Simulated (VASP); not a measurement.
Set up this calculation in VASP 6.6.1, as the native input.

- Task: single point
- Functional: PBE
- Dispersion: D3(BJ)
- Potentials or basis: VASP PAW PBE potentials, release 64 (Ba_sv, F)
- Cutoff: 600 eV
- k mesh: 6 × 6 × 6
- Occupations: gaussian, width 0.05 eV
- Spin: no spin polarisation
- Dipole correction: no
- Further INCAR settings: ALGO = Normal; EDIFF = 1e-06; NBANDS = 19

The structure of BaF2 lies in POSCAR:

```
BaF2
1.0
    0.0000000000      3.1450255705      3.1450255705
    3.1450255705      0.0000000000      3.1450255705
    3.1450255705      3.1450255705      0.0000000000
Ba F
1 2
Direct
    0.0000000000      0.0000000000      0.0000000000
    0.2500000000      0.2500000000      0.2500000000
    0.7500000000      0.7500000000      0.7500000000
```

This cell differs from its parent crystal: volume scaled by 1.04.

The input as run:

INCAR

```
PREC = Accurate
ENCUT = 600
EDIFF = 1E-6
ISMEAR = 0
SIGMA = 0.05
LREAL = False
LASPH = True
NELM = 120
ALGO = Normal
ISIF = 2
LWAVE = False
LCHARG = False
GGA = PE
IVDW = 12
NBANDS = 19
GGA_COMPAT = False
```

KPOINTS

```
Automatic mesh
0
Gamma
  6 6 6
```

Potentials or basis: VASP PAW PBE potentials, release 64 (Ba_sv, F).

The run is started by

```bash
$ cat potpaw_PBE.64/Ba_sv/POTCAR potpaw_PBE.64/F/POTCAR > POTCAR
$ mpirun -np 1 vasp_std > vasp.out
```

It gave:

The pressure is -1.3 GPa. The band gap on the k mesh is 6.58 eV, indirect (least direct gap 6.63 eV) and the dispersion energy per atom is -0.128 eV.

Caveat: three body term missing; spin-orbit coupling is left out, which moves the levels of the heavy elements.

It took 42 s on 1 thread of Intel Xeon 8259CL (shared host), peak memory 0.22 GiB.
